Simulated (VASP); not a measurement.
Set up this calculation in VASP 6.6.1, as the native input.

| Quantity | Value |
| --- | --- |
| Task | relaxation of cell and atoms |
| Functional | r2SCAN |
| Potentials or basis | VASP PAW PBE potentials, release 64 (Nb_sv) |
| Cutoff | 600 eV |
| k mesh | 9 × 9 × 6 |
| Occupations | gaussian, width 0.1 eV |
| Spin | no spin polarisation |
| Dipole correction | no |
| Further INCAR settings | ALGO = Normal; EDIFF = 1e-06; IBRION = 2; EDIFFG = -0.04; NSW = 90; ISIF = 3 |

Nb:

```
CELL_PARAMETERS angstrom
2.84110 0.00000 0.00000
-1.42055 2.46046 0.00000
0.00000 0.00000 2.65465
ATOMIC_POSITIONS crystal
Nb 0.00000 0.00000 0.00000
```

This isn't the form of Nb at room conditions, which is bcc.

These files were run (other wordings do the same):

POSCAR

```
Nb
1.0
    2.8410979304      0.0000000000      0.0000000000
   -1.4205489652      2.4604629824      0.0000000000
    0.0000000000      0.0000000000      2.6546508788
Nb
1
Direct
    0.0000000000      0.0000000000      0.0000000000
```

INCAR.step1

```
SYSTEM = Nb
PREC = Accurate
ENCUT = 600
ISMEAR = 0
SIGMA = 0.1
LREAL = .False.
LASPH = .True.
NELM = 100
GGA = PE
ALGO = Normal
EDIFF = 1E-4
LWAVE = .True.
LCHARG = .False.
```

INCAR.step2

```
SYSTEM = Nb
PREC = Accurate
ENCUT = 600
EDIFF = 1E-6
ISMEAR = 0
SIGMA = 0.1
LREAL = .False.
LASPH = .True.
NELM = 100
ALGO = Normal
ISIF = 3
LWAVE = .False.
LCHARG = .False.
METAGGA = R2SCAN
LMIXTAU = .True.
IBRION = 2
NSW = 90
EDIFFG = -0.04
ISTART = 1
```

KPOINTS

```
regular mesh
0
Gamma
  9 9 6
  0 0 0
```

Potentials or basis: VASP PAW PBE potentials, release 64 (Nb_sv).

Run with:

```sh
$ cat potpaw_PBE.64/Nb_sv/POTCAR > POTCAR
$ cp INCAR.step1 INCAR
$ mpirun -np 1 vasp_std > vasp.out
$ cp INCAR.step2 INCAR
$ mpirun -np 1 vasp_std > vasp.out
```

Results of the run:

```json
{"Relaxed volume": "19.40 Å³/atom", "Relaxed cell": "a = 2.879 Å, b = 2.879 Å, c = 2.703 Å, α = 90.00°, β = 90.00°, γ = 120.00°", "Space group after relaxing (to 0.1 Å)": "P6/mmm (No. 191)", "Energy gained by relaxing": "19.1 meV/atom", "Ionic steps": "6", "Pressure after relaxing": "0.0 GPa", "Band gap on the k mesh": "zero (an odd number of electrons rules out a gap without spin polarisation)"}
```

Caveat: the k points lie up to 0.39 Å⁻¹ apart in the final cell, too coarse for converged energies and pressures of a metal; the PAW data sets were made with another functional, which shifts forces and pressure a little.

It took 68 s on 1 thread of Intel(R) Xeon(R) 6975P-C (Granite Rapids), on a shared host, peak memory 0.15 GiB.
